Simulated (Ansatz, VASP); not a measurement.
## KIr3: VASP beside Ansatz

INCAR

```
SYSTEM = KIr3
PREC     = Accurate       ! precision mode
ENCUT    = 600            ! plane-wave cutoff, eV
EDIFF    = 1E-6           ! SCF threshold, eV
ISMEAR   = 0              ! smearing method
SIGMA    = 0.1            ! smearing width, eV
LREAL    = .FALSE.        ! projectors in reciprocal space
LASPH    = .TRUE.         ! aspherical terms in the spheres
NELM     = 80             ! most SCF steps
ALGO     = Normal         ! electronic algorithm
ISIF     = 3              ! what is computed and relaxed
LWAVE    = .FALSE.        ! write WAVECAR
LCHARG   = .FALSE.        ! write CHGCAR
GGA      = PE             ! functional
IBRION   = 2              ! ionic algorithm
NSW      = 90             ! ionic steps
EDIFFG   = -0.04          ! ionic threshold
```

File KPOINTS:

```
Automatic mesh
0
G
  4 4 4
  0 0 0
```

POSCAR

```
KIr3
1.0
    4.2033916559      0.0000000000      0.0000000000
    0.0000000000      4.2033916559      0.0000000000
    0.0000000000      0.0000000000      4.1601866564
K Ir
1 3
Direct
    0.0000000000      0.0000000000      0.0000000000
    0.0000000000      0.5000000000      0.5000000000
    0.5000000000      0.0000000000      0.5000000000
    0.5000000000      0.5000000000      0.0000000000
```

Input for Ansatz:

```yaml
crystal:
  lattice:
    - [4.2033916559, 0.0, 0.0]
    - [0.0, 4.2033916559, 0.0]
    - [0.0, 0.0, 4.1601866564]
  atoms:
    - { symbol: K, position: [0.0, 0.0, 0.0] }
    - { symbol: Ir, position: [0.0, 0.5, 0.5] }
    - { symbol: Ir, position: [0.5, 0.0, 0.5] }
    - { symbol: Ir, position: [0.5, 0.5, 0.0] }
basis:
  ecutwfc: 420
kpoints:
  mp_grid: { grid: [4, 4, 4] }
hamiltonian:
  xc: pbe
scf:
  occupations: { method: gaussian, width: 0.1 }
  lower_state_search: "off"
output:
  forces: true
  stress: true
  eigenvalues: true
relax:
  adjacent_minimum: "off"
  f_tol: 0.04
  max_steps: 70
  cell: { stress_tol: 0.4 }
```

Alike in both runs: task relaxation of cell and atoms; functional PBE; k mesh 4 × 4 × 4; occupations gaussian, width 0.1 eV; no spin polarisation.

|  | VASP | Ansatz |
| --- | --- | --- |
| version | VASP 6.6.1 | Ansatz 0.2.0 |
| potentials or method | VASP PAW PBE potentials, release 64 (K_sv, Ir), cutoff 600 eV | scalar-relativistic, plane waves, PAW |
| valence electrons in the cell | 36 | 60 |

Ansatz gave:

* gap on the k mesh at the Fermi level, each at its own relaxed structure (eV): none
* relaxed volume (Å³/atom): 16.88
* relaxed cell length with the largest relative difference (Å): 4.073

Question: Which values does VASP return?

Answer: gap on the k mesh at the Fermi level, each at its own relaxed structure (eV): none; relaxed volume (Å³/atom): 16.97; relaxed cell length with the largest relative difference (Å): 4.084.

A gap of «none» marks a metal or a gap that the smearing closes. VASP's potentials hold 36 valence electrons a cell and Ansatz's 60, so a difference there can come from the potentials and not from the codes.

The k mesh is coarse, so the values compare programs but aren't converged. Spin-orbit coupling is off throughout.
